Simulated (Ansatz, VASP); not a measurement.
**Two plane-wave programs on Pb**

```xyz
1
Lattice="0.0000 2.6674 2.5686 2.6674 0.0000 2.5686 2.6674 2.6674 0.0000" Properties=species:S:1:pos:R:3 pbc="T T T"
Pb    0.0000    0.0000    0.0000
```

Change from the starting cell: strain +0.080 along x and y, +0.040 along z, atoms carried along.

Alike in both runs: task single point; functional PBEsol; k mesh 16 × 16 × 16; occupations gaussian, width 0.15 eV; no spin polarisation.

```csv
,VASP,Ansatz
version,VASP 6.6.1,Ansatz 0.2.0
potentials or method,"VASP PAW PBE potentials, release 64 (Pb_d), cutoff 520 eV","scalar-relativistic, plane waves, PAW"
valence electrons in the cell,14,14
```

```csv
,VASP,Ansatz,Ansatz less VASP
gap on the k mesh at the Fermi level (eV),none,none,-
pressure (GPa),-5.9,-5.8,+0.06
"traceless stress, the component that is largest in VASP (GPa)",0.22,0.22,0.000
```

VASP's potentials were made for PBE, not for PBEsol. A gap of «none» marks a metal or a gap that the smearing closes.

Neither program's run includes spin-orbit coupling.
